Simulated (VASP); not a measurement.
# Ta4Ga (Cmmm) in VASP: further runs

The runs below take Ta4Ga through single point, relaxation of cell and atoms, with PBE.

Everything below comes from runs of VASP 6.6.1. Logs are shortened: lines on timing, memory, paths and dates and some standing lists are left out, and cuts for length are marked.

## Step 1: The cell of the first run

Symmetry: Cmmm, No. 65, orthorhombic system. Conventional cell: a = 6.741 Å, b = 8.084 Å, c = 3.071 Å, α = 90.00°, β = 90.00°, γ = 90.00°. Within 2.5 Å of Ta (site symmetry m2m) lie 1 Ga at 1.88 Å. Within 3.1 Å of Ta (site symmetry 2mm) lie 2 Ga at 2.12 Å and 7 Ta at 2.83 to 3.07 Å. Ga (site symmetry mmm) has 6 Ta at 1.88 to 2.12 Å within 2.5 Å.

The cell was generated, and may not be a known phase.

## Step 2: Single point, PBE

INCAR reads:

```
ALGO     = Normal         # electronic algorithm
EDIFF    = 1E-6           # SCF threshold, eV
ENCUT    = 520            # plane-wave cutoff, eV
GGA      = PE             # functional
ISIF     = 2              # what is computed and relaxed
ISMEAR   = 0              # smearing method
LASPH    = True           # aspherical terms in the spheres
LCHARG   = False          # write CHGCAR
LREAL    = False          # projectors in reciprocal space
LWAVE    = False          # write WAVECAR
NBANDS   = 36             # bands
NELM     = 80             # most SCF steps
PREC     = Accurate       # precision mode
SIGMA    = 0.1            # smearing width, eV
```

KPOINTS reads:

```
k-points
0
Gamma
  4 4 6
```

POSCAR reads:

```
Ta4Ga
1.0
    3.3706274900     -4.0422047300      0.0000000000
    3.3706274900      4.0422047300      0.0000000000
    0.0000000000      0.0000000000      3.0714238000
Ta Ga
4 1
Direct
    0.7327440800      0.2672559200      0.5000000000
    0.2835574700      0.2835574700      0.0000000000
    0.7164425300      0.7164425300      0.0000000000
    0.2672559200      0.7327440800      0.5000000000
    0.5000000000      0.5000000000      0.5000000000
```

Potentials or basis: VASP PAW PBE potentials, release 64 (Ta_pv, Ga_d).

Launch:

```
> cat potpaw_PBE.64/Ta_pv/POTCAR potpaw_PBE.64/Ga_d/POTCAR > POTCAR
> mpirun -np 1 vasp_std > vasp.out
```

OUTCAR:

```text
EDIFF = 1E-6
   ENCUT = 520
   GGA = PE
   ISIF = 2
   ISMEAR = 0
   LASPH = True
   LREAL = False
   NELM = 80
   PREC = Accurate

 ion  position               nearest neighbor table
   1  0.733  0.267  0.500-   5 1.88   3 2.83   2 2.83   2 2.83   3 2.83   2 3.27   2 3.27   3 3.27
                             3 3.27   4 3.38   4 3.38
   2  0.284  0.284  0.000-   5 2.12   5 2.12   1 2.83   1 2.83   4 2.83   4 2.83   3 2.92   4 3.27
                             4 3.27   1 3.27   1 3.27
   3  0.716  0.716  0.000-   5 2.12   5 2.12   1 2.83   1 2.83   4 2.83   4 2.83   2 2.92   1 3.27
                             4 3.27   4 3.27   1 3.27
   4  0.267  0.733  0.500-   5 1.88   3 2.83   2 2.83   2 2.83   3 2.83   2 3.27   2 3.27   3 3.27
                             3 3.27   1 3.38   1 3.38
   5  0.500  0.500  0.500-   1 1.88   4 1.88   3 2.12   2 2.12   2 2.12   3 2.12

  LATTYP: Found a base centered orthorhombic cell.
 ALAT       =     6.7412549800
 B/A-ratio  =     1.1992439811
 C/A-ratio  =     0.4556160254

  Lattice vectors:

 A1 = (   3.3706274900,  -4.0422047300,   0.0000000000)
 A2 = (   3.3706274900,   4.0422047300,   0.0000000000)
 A3 = (   0.0000000000,   0.0000000000,   3.0714238000)

Analysis of symmetry for initial positions (statically):
=====================================================================
 Subroutine PRICEL returns:
 Original cell was already a primitive cell.

 Routine SETGRP: Setting up the symmetry group for a
 base centered orthorhombic supercell.

 Subroutine GETGRP returns: Found  8 space group operations
 (whereof  8 operations were pure point group operations)
 out of a pool of  8 trial point group operations.

The static configuration has the point symmetry D_2h.

Analysis of symmetry for dynamics (positions and initial velocities):
=====================================================================
 Subroutine PRICEL returns:
 Original cell was already a primitive cell.

 Routine SETGRP: Setting up the symmetry group for a
 base centered orthorhombic supercell.

 Subroutine GETGRP returns: Found  8 space group operations
 (whereof  8 operations were pure point group operations)
 out of a pool of  8 trial point group operations.

The dynamic configuration has the point symmetry D_2h.

 Subroutine INISYM returns: Found  8 space group operations
 (whereof  8 operations are pure point group operations),
 and found     1 'primitive' translations

----------------------------------------------------------------------------------------

                                     Primitive cell

  volume of cell :      83.6949

  direct lattice vectors                    reciprocal lattice vectors
     3.370627490 -4.042204730  0.000000000     0.148340332 -0.123694873  0.000000000
     3.370627490  4.042204730  0.000000000     0.148340332  0.123694873  0.000000000
     0.000000000  0.000000000  3.071423800     0.000000000  0.000000000  0.325581901

  length of vectors
     5.263131079  5.263131079  3.071423800     0.193145737  0.193145737  0.325581901

  position of ions in fractional coordinates (direct lattice)
     0.732744080  0.267255920  0.500000000
     0.283557470  0.283557470  0.000000000
     0.716442530  0.716442530  0.000000000
     0.267255920  0.732744080  0.500000000
     0.500000000  0.500000000  0.500000000

  ion indices of the primitive-cell ions
   primitive index   ion index
                 1           1
                 2           2
                 3           3
                 4           4
                 5           5

----------------------------------------------------------------------------------------

 KPOINTS: k-points

Automatic generation of k-mesh.
 Grid dimensions read from file:
 generate k-points for:    4    4    6

 Generating k-lattice:

  Cartesian coordinates                     Fractional coordinates (reciprocal lattice)
     0.037085083 -0.030923718  0.000000000     0.250000000  0.000000000  0.000000000
     0.037085083  0.030923718  0.000000000     0.000000000  0.250000000  0.000000000
     0.000000000  0.000000000  0.054263650     0.000000000  0.000000000  0.166666667

  Length of vectors
     0.048286434  0.048286434  0.054263650

  Shift w.r.t. Gamma in fractional coordinates (k-lattice)
     0.000000000  0.000000000  0.000000000

 Subroutine IBZKPT returns following result:
 ===========================================

 Found     28 irreducible k-points:

 Following reciprocal coordinates:
            Coordinates               Weight
  0.000000  0.000000  0.000000      1.000000
  0.250000  0.000000  0.000000      4.000000
  0.500000  0.000000  0.000000      2.000000
  0.250000  0.250000  0.000000      2.000000
  0.500000  0.250000  0.000000      4.000000
 -0.250000  0.250000  0.000000      2.000000
[... 16 lines left out ...]
  0.250000  0.000000  0.500000      4.000000
  0.500000  0.000000  0.500000      2.000000
 [... further k-points ...]
   k-points           NKPTS =     28   k-points in BZ     NKDIM =     28   number of bands    NBANDS=     36
   number of dos      NEDOS =    301   number of ions     NIONS =      5
   total plane-waves  NPLWV =  38400
   dimension x,y,z NGX =    40 NGY =   40 NGZ =   24
   dimension x,y,z NGXF=    80 NGYF=   80 NGZF=   48
   ions per type =               4   1
   NGX,Y,Z   is equivalent  to a cutoff of  12.63, 12.63, 12.99 a.u.
   NGXF,Y,Z  is equivalent  to a cutoff of  25.27, 25.27, 25.98 a.u.
 SYSTEM =  unknown system
   PREC   = accura    normal or accurate (medium, high low for compatibility)
   ISTART =      0    job   : 0-new  1-cont  2-samecut
   ICHARG =      2    charge: 1-file 2-atom 10-const
   ISPIN  =      1    spin polarized calculation?
   LNONCOLLINEAR =      F non collinear calculations
   LSORBIT =      F    spin-orbit coupling
   LASPH  =      T    aspherical Exc in radial PAW
   ENCUT  =  520.0 eV  38.22 Ry    6.18 a.u.   9.79  9.79  5.71*2*pi/ulx,y,z
   NELM   =     80;   NELMIN=  2; NELMDL= -5     # of ELM steps
   EDIFF  = 0.1E-05   stopping-criterion for ELM
   LREAL  =      F    real-space projection
   EDIFFG = 0.1E-04   stopping-criterion for IOM
   NSW    =      0    number of steps for IOM
   IBRION =     -1    ionic relax: 0-MD 1-quasi-New 2-CG
   NFREE  =      0    steps in history (QN), initial steepest desc. (CG)
   ISIF   =      2    stress and relaxation
   ISYM   =      2    0-nonsym 1-usesym 2-fastsym
   POTIM  = 0.5000    time-step for ionic-motion
   TEBEG  =    0.0;   TEEND  =   0.0 temperature during run
   PSTRESS=    0.0 pullay stress
   NELECT =      57.0000    total number of electrons
   NUPDOWN=      -1.0000    fix difference up-down
   EMIN   =  10.00;   EMAX   =-10.00  energy-range for DOS
   EFERMI =   0.00;   METHOD = LEGACY
   ISMEAR =     0;   SIGMA  =   0.10  broadening in eV -4-tet -1-fermi 0-gaus
   EFERMI_NEDOS =   21; number of points for ismear=-14 and -15
   IALGO  =     38    algorithm
   IMIX   =      4    mixing-type and parameters
     AMIX     =   0.40;   BMIX     =  1.00
     AMIX_MAG =   1.60;   BMIX_MAG =  1.00
  volume/ion in A,a.u.               =      16.74       112.96
  Fermi-wavevector in a.u.,A,eV,Ry     =   1.440346  2.721859 28.226603  2.074597
  Thomas-Fermi vector in A             =   2.559100
   LORBIT       =      0    0 simple, 1 ext, 2 COOP (PROOUT), +10 PAW based schemes
   GGA     = PE    functional components
   LHFCALC =     F    Hartree Fock is set to
   AEXX    =    0.0000 exact exchange contribution
   IVDW    =     0    specifies the selected vdW correction
   LEPSILON=     F    determine dielectric tensor
   LRPA    =     F    only Hartree local field effects (RPA)
 non-spin polarized calculation
 Gauss-broadening in eV      SIGMA  =   0.10
  energy-cutoff  :      520.00
  volume of cell :       83.69
 maximum number of plane-waves:      2268
   NGX = 19   NGY = 19   NGZ = 11

 number of electron      56.9999997 magnetization

 Free energy of the ion-electron system (eV)
  ---------------------------------------------------
  ext. energy  EPLUGINS =         0.00000000
  ---------------------------------------------------
  free energy    TOTEN  =       -29.80871952 eV

  energy without entropy =      -29.77783876  energy(sigma->0) =      -29.79327914

 E-fermi :   6.2628     XC(G=0): -12.4854

 val. band max:        6.2605204027   @ k =   0.2500   0.0000   0.0000
 cond. band min:       6.2661940959   @ k =   0.5000   0.5000   0.1667
 fundamental gap:      0.0056736932
 Fermi energy:         6.2627840463

 k-point     1 :       0.0000    0.0000    0.0000
  band No.  band energies     occupation
      1     -29.1950      2.00000
      2     -28.7951      2.00000
      3     -28.2688      2.00000
      4     -28.1183      2.00000
      5     -28.0545      2.00000
      6     -27.9937      2.00000
[... 28 lines left out ...]
     35       9.9732      0.00000
     36      10.0313      0.00000

 k-point     2 :       0.2500    0.0000    0.0000
  band No.  band energies     occupation
      1     -29.1660      2.00000
      2     -28.7746      2.00000
      3     -28.2145      2.00000
      4     -28.1540      2.00000
      5     -28.0375      2.00000
      6     -27.9815      2.00000
[... 28 lines left out ...]
     35       9.5811      0.00000
     36      10.1068      0.00000

 k-point     3 :       0.5000    0.0000    0.0000
  band No.  band energies     occupation
      1     -29.1364      2.00000
      2     -28.7525      2.00000
      3     -28.1849      2.00000
      4     -28.1319      2.00000
      5     -28.0367      2.00000
      6     -27.9673      2.00000
[... 28 lines left out ...]
     35       9.1637      0.00000
     36       9.3868      0.00000
[... 742 lines left out ...]
 k-point    23 :       0.2500    0.0000    0.5000
  band No.  band energies     occupation
      1     -29.0885      2.00000
      2     -28.5739      2.00000
      3     -28.4549      2.00000
      4     -28.3939      2.00000
      5     -28.2240      2.00000
      6     -28.1893      2.00000
[... 28 lines left out ...]
     35      10.2240      0.00000
     36      10.4763      0.00000

 k-point    24 :       0.5000    0.0000    0.5000
  band No.  band energies     occupation
      1     -29.1141      2.00000
      2     -28.5875      2.00000
      3     -28.4733      2.00000
      4     -28.4012      2.00000
      5     -28.2600      2.00000
      6     -28.1697      2.00000
[... 28 lines left out ...]
     35      10.9277      0.00000
     36      11.4726      0.00000

 [... further k-points ...]

------------------------ aborting loop because EDIFF is reached ----------------------------------------

  FORCE on cell =-STRESS in cart. coord.  units (eV):
  Direction    XX          YY          ZZ          XY          YZ          ZX
  --------------------------------------------------------------------------------------
  -------------------------------------------------------------------------------------
  Total       35.6806525     80.2993731     43.1201293      0.0000000      0.0000000      0.0000000
  in kB      683.0375265   1537.1771910    825.4520142      0.0000000      0.0000000      0.0000000
  external PRESSURE =    1015.2222439 kB  Pullay stress =       0.0000000 kB

 VOLUME and BASIS-vectors are now :
 -----------------------------------------------------------------------------
  energy-cutoff  :      520.00
  volume of cell :       83.69
      direct lattice vectors                 reciprocal lattice vectors
     3.370627490 -4.042204730  0.000000000     0.148340332 -0.123694873  0.000000000
     3.370627490  4.042204730  0.000000000     0.148340332  0.123694873  0.000000000
     0.000000000  0.000000000  3.071423800     0.000000000  0.000000000  0.325581901

 POSITION                                       TOTAL-FORCE (eV/Angst)
 -----------------------------------------------------------------------------------
      3.37063     -1.88160      1.53571        -0.000000    -24.875278     -0.000000
      1.91153      0.00000      0.00000       -16.039657      0.000000      0.000000
      4.82972      0.00000      0.00000        16.039657      0.000000     -0.000000
      3.37063      1.88160      1.53571        -0.000000     24.875278      0.000000
      3.37063      0.00000      1.53571         0.000000      0.000000      0.000000
 -----------------------------------------------------------------------------------
    total drift:                               -0.000000     -0.000000     -0.000000

  FREE ENERGIE OF THE ION-ELECTRON SYSTEM (eV)
  ---------------------------------------------------
  free  energy   TOTEN  =       -29.8087195164 eV

  energy  without entropy=      -29.7778387649  energy(sigma->0) =      -29.79327914
```

Run time: 64 s. Hardware: 1 thread of Intel Xeon Platinum 8488C (Sapphire Rapids), shared host; peak memory 0.22 GiB.

What came out:

- Free energy: -29.8087 eV
- Pressure: 101.5 GPa
- Largest force: 24.875 eV/Å
- Band gap on the k mesh: zero (an odd number of electrons rules out a gap without spin polarisation)

Forces on the atoms (eV/Å):
```
Ta    0.000 -24.875   0.000
Ta  -16.040   0.000   0.000
Ta   16.040   0.000   0.000
Ta    0.000  24.875   0.000
Ga    0.000   0.000   0.000
```

Stress tensor (GPa, compression positive):
```
 68.30   0.00   0.00
  0.00 153.72   0.00
  0.00   0.00  82.55
```

Caveat: atoms lie so close that the PAW spheres overlap strongly, which falsifies energies and pressures; the stress differs along the axes, from 68 to 154 GPa; spin-orbit coupling is left out, which moves the levels of the heavy elements; forces of over 1 eV/Å act on the atoms, so gaps and moduli don't describe the material at rest.

(Continued in part 2 of 3.)

The gap in the log of VASP goes by the Fermi energy; the results here count the filled bands.